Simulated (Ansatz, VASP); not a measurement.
**GaN: VASP beside Ansatz**

```xyz
2
Lattice="0.0000 1.8653 2.7979 1.8653 0.0000 2.7979 1.8653 1.8653 0.0000" Properties=species:S:1:pos:R:3 pbc="T T T"
Ga    0.0000    0.0000    0.0000
N     1.8653    1.8653    2.7979
```

Alike in both runs: task single point; functional r2SCAN; k mesh 12 × 12 × 12; occupations gaussian, width 0.05 eV; no spin polarisation.

```csv
,VASP,Ansatz
version,VASP 6.6.1,Ansatz 0.2.0
potentials or method,"VASP PAW PBE potentials, release 64 (Ga_d, N), cutoff 520 eV","scalar-relativistic, plane waves, PAW"
valence electrons in the cell,18,18
```

Ansatz gave:

- gap on the k mesh at the Fermi level (eV): 0.59
- least direct gap on the mesh (eV): 2.24

Q: What did VASP give for the same quantities?

A: gap on the k mesh at the Fermi level (eV): 0.53; least direct gap on the mesh (eV): 2.21.

VASP's potentials were made for PBE, not for r2SCAN.
